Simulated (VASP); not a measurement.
Al5Ni3Pd2, 10 atoms in the cell. Symmetry: P4/mmm, No. 123, tetragonal system. Conventional cell: a = 2.944 Å, b = 2.944 Å, c = 15.111 Å, α = 90.00°, β = 90.00°, γ = 90.00°. Within 3.4 Å of Al (site symmetry 4mm) lie 4 Ni at 2.52 Å and 4 Pd at 2.66 Å and 6 Al at 2.83 to 3.31 Å. Al (site symmetry 4/mmm) has 8 Pd at 2.66 Å and 6 Al at 2.94 to 3.31 Å within 3.5 Å. Within 3.3 Å of Al (site symmetry 4mm) lie 8 Ni at 2.52 Å and 6 Al at 2.83 to 2.94 Å. Ni (site symmetry 4mm) has 8 Al at 2.52 Å and 5 Ni at 2.83 to 2.94 Å and 1 Pd at 3.07 Å within 3.3 Å. Within 3.3 Å of Ni (site symmetry 4/mmm) lie 8 Al at 2.52 Å and 6 Ni at 2.83 to 2.94 Å. Pd (site symmetry 4mm) has 8 Al at 2.66 Å and 5 Pd at 2.94 to 3.31 Å and 1 Ni at 3.07 Å within 3.5 Å. 

* Program: VASP 6.6.1
* Task: single point
* Functional: PBE
* Potentials or basis: VASP PAW PBE potentials, release 64 (Al, Ni, Pd)
* Cutoff: 600 eV
* k mesh: 8 × 8 × 2
* Occupations: gaussian, width 0.2 eV
* Spin: no spin polarisation
* Dipole correction: no
* Further INCAR settings: ALGO = Normal; EDIFF = 1e-06; NBANDS = 44

Potentials or basis: VASP PAW PBE potentials, release 64 (Al, Ni, Pd).

Run with:

```bash
$ cat potpaw_PBE.64/Al/POTCAR potpaw_PBE.64/Ni/POTCAR potpaw_PBE.64/Pd/POTCAR > POTCAR
$ mpirun -np 1 vasp_std > vasp.out
```

Hardware: 1 thread of Oxide Virtual Turin-like Processor, with other jobs on the host.

**Question.** How long does it take, and how much memory?

**Answer.** Run time: 8.8 min on 1 thread of Oxide Virtual Turin-like Processor, on a shared host, peak memory 0.34 GiB. Counts: scf iterations 24, k points 30.
